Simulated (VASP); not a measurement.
Wanted: the native input for a VASP 6.6.1 run.

```yaml
Task: single point
Functional: PBE
Potentials_or_basis: VASP PAW PBE potentials, release 64 (Ti_sv, Te, Se)
Cutoff: 520 eV
k_mesh: 8 × 8 × 6
Occupations: gaussian, width 0.1 eV
Spin: no spin polarisation
Dipole_correction: no
Further_INCAR_settings: ALGO = Normal; EDIFF = 1e-07; NBANDS = 26
```

The structure of TiTe3Se lies in POSCAR:

```
TiTe3Se
1.0
    4.8212114580      0.0000000000      0.0000000000
    0.0000000000      4.8212114580      0.0000000000
    0.0000000000      0.0000000000      9.4547005260
Ti Te Se
1 3 1
Direct
    0.5000000000      0.5000000000      0.4196346443
    0.5000000000      0.0000000000      0.5562399055
    0.0000000000      0.5000000000      0.5562399055
    0.5000000000      0.5000000000      0.9189287077
    0.5000000000      0.5000000000      0.1775855571
```

One way to write it, as run:

INCAR

```
  PREC = Accurate
  ENCUT = 520
  EDIFF = 1E-7
  ISMEAR = 0
  SIGMA = 0.1
  LREAL = False
  LASPH = True
  NELM = 60
  ALGO = Normal
  ISIF = 2
  LWAVE = False
  LCHARG = False
  GGA = PE
  NBANDS = 26
```

KPOINTS

```
Automatic mesh
0
Gamma
  8 8 6
```

Potentials or basis: VASP PAW PBE potentials, release 64 (Ti_sv, Te, Se).

Launch:

```console
$ cat potpaw_PBE.64/Ti_sv/POTCAR potpaw_PBE.64/Te/POTCAR potpaw_PBE.64/Se/POTCAR > POTCAR
$ mpirun -np 1 vasp_std > vasp.out
```

It gave:

The pressure is 0.0 GPa. The largest force is 0.023 eV/Å and the band gap on the k mesh is zero (band 18 reaches 2.23 eV, above the bottom of band 19 at 1.61 eV).

Caveat: spin-orbit coupling is left out, which moves the levels of the heavy elements; this functional lacks dispersion, which binds the layers, so the pressure and a relaxed spacing across them are unreliable.

It took 6 min on 1 thread of AMD EPYC 7R13, with other jobs on the host, peak memory 0.52 GiB.
